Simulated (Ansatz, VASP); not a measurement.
One calculation of Zn5Cd2Te, two programs

INCAR

```
PREC = Accurate
ENCUT = 600
EDIFF = 1E-7
ISMEAR = 0
SIGMA = 0.2
LREAL = F
LASPH = T
NELM = 60
ALGO = Fast
ISIF = 3
LWAVE = F
LCHARG = F
GGA = PE
IBRION = 2
NSW = 36
EDIFFG = -0.08
```

File KPOINTS:

```
Automatic mesh
0
Gamma
  4 4 2
```

POSCAR

```
Zn5Cd2Te
1.0
    4.2000000000      0.0000000000      0.0000000000
    0.0000000000      4.2000000000      0.0000000000
    0.0000000000      0.0000000000      8.4500000000
Zn Cd Te
5 2 1
Direct
    0.0000000000      0.5000000000      0.7600000000
    0.5000000000      0.5000000000      0.0000000000
    0.5000000000      0.0000000000      0.7600000000
    0.0000000000      0.5000000000      0.2400000000
    0.5000000000      0.0000000000      0.2400000000
    0.0000000000      0.0000000000      0.5000000000
    0.5000000000      0.5000000000      0.5000000000
    0.0000000000      0.0000000000      0.0000000000
```

Input for Ansatz:

```yaml
crystal:
  lattice:
    - [4.2, 0.0, 0.0]
    - [0.0, 4.2, 0.0]
    - [0.0, 0.0, 8.45]
  atoms:
    - { symbol: Zn, position: [0.0, 0.5, 0.76] }
    - { symbol: Zn, position: [0.5, 0.5, 0.0] }
    - { symbol: Zn, position: [0.5, 0.0, 0.76] }
    - { symbol: Zn, position: [0.0, 0.5, 0.24] }
    - { symbol: Zn, position: [0.5, 0.0, 0.24] }
    - { symbol: Cd, position: [0.0, 0.0, 0.5] }
    - { symbol: Cd, position: [0.5, 0.5, 0.5] }
    - { symbol: Te, position: [0.0, 0.0, 0.0] }
basis:
  ecutwfc: 420
kpoints:
  mp_grid: { grid: [4, 4, 2] }
hamiltonian:
  xc: pbe
scf:
  occupations: { method: gaussian, width: 0.2 }
  lower_state_search: "off"
output:
  forces: true
  stress: true
  eigenvalues: true
relax:
  adjacent_minimum: "off"
  f_tol: 0.08
  max_steps: 16
  cell: { stress_tol: 0.8 }
```

Alike in both runs: task relaxation of cell and atoms; functional PBE; k mesh 4 × 4 × 2; occupations gaussian, width 0.2 eV; no spin polarisation.

|  | VASP | Ansatz |
| --- | --- | --- |
| version | VASP 6.6.1 | Ansatz 0.2.0 |
| potentials or method | VASP PAW PBE potentials, release 64 (Zn, Cd, Te), cutoff 600 eV | scalar-relativistic, plane waves, PAW |
| valence electrons in the cell | 90 | 116 |

```tsv
	VASP	Ansatz	Ansatz less VASP
gap on the k mesh at the Fermi level, each at its own relaxed structure (eV)	none	none	-
relaxed volume (Å³/atom)	19.73	19.94	+0.215
relaxed length of the cell vector where the two differ most in proportion (Å)	8.280	8.370	+0.0902
```

A gap of «none» marks a metal or a gap that the smearing closes. VASP's potentials hold 90 valence electrons a cell and Ansatz's 116, so a difference there can come from the potentials and not from the codes.

The k mesh is coarse, so the values compare programs but aren't converged. Spin-orbit coupling is off throughout.
